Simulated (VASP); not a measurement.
Wanted: the native input for a VASP 6.6.1 run.

| Quantity | Value |
| --- | --- |
| Task | single point |
| Functional | PBE |
| Potentials or basis | VASP PAW PBE potentials, release 64 (I) |
| Cutoff | 520 eV |
| k mesh | 9 × 10 × 9 |
| Occupations | fermi-dirac, width 0.05 eV |
| Spin | no spin polarisation |
| Dipole correction | no |
| Further INCAR settings | ALGO = Normal; EDIFF = 1e-06; NBANDS = 10 |

The structure of I lies in POSCAR:

```
I
1.0
   -2.2399120100      2.0406045100      2.2754012200
    1.8440154800     -2.1717393000      2.0106394700
    2.2168823400      2.1487096300     -2.4065360000
I
1
Direct
    0.0000000000      0.0000000000      0.0000000000
```

The input as run:

INCAR

```
PREC = Accurate ; ENCUT = 520
EDIFF = 1E-6 ; ISMEAR = -1
SIGMA = 0.05 ; LREAL = F
LASPH = T ; NELM = 100
ALGO = Normal ; ISIF = 2
LWAVE = F ; LCHARG = F
GGA = PE ; NBANDS = 10
```

KPOINTS

```
regular mesh
0
Gamma
  9 10 9
```

Potentials or basis: VASP PAW PBE potentials, release 64 (I).

The run is started by

```sh
$ cat potpaw_PBE.64/I/POTCAR > POTCAR
$ mpirun -np 1 vasp_std > vasp.out
```

Results of the run:

```yaml
Pressure: 0.0 GPa
Band_gap_on_the_k_mesh: zero (an odd number of electrons rules out a gap without spin polarisation)
```

Caveat: spin-orbit coupling is left out, which moves the levels of the heavy elements; an odd number of electrons without spin polarisation forces a metal; a magnetic or distorted state may lie lower.

Wall time 100 s on 1 thread of Intel Xeon 8259CL (shared host), peak memory 0.27 GiB.
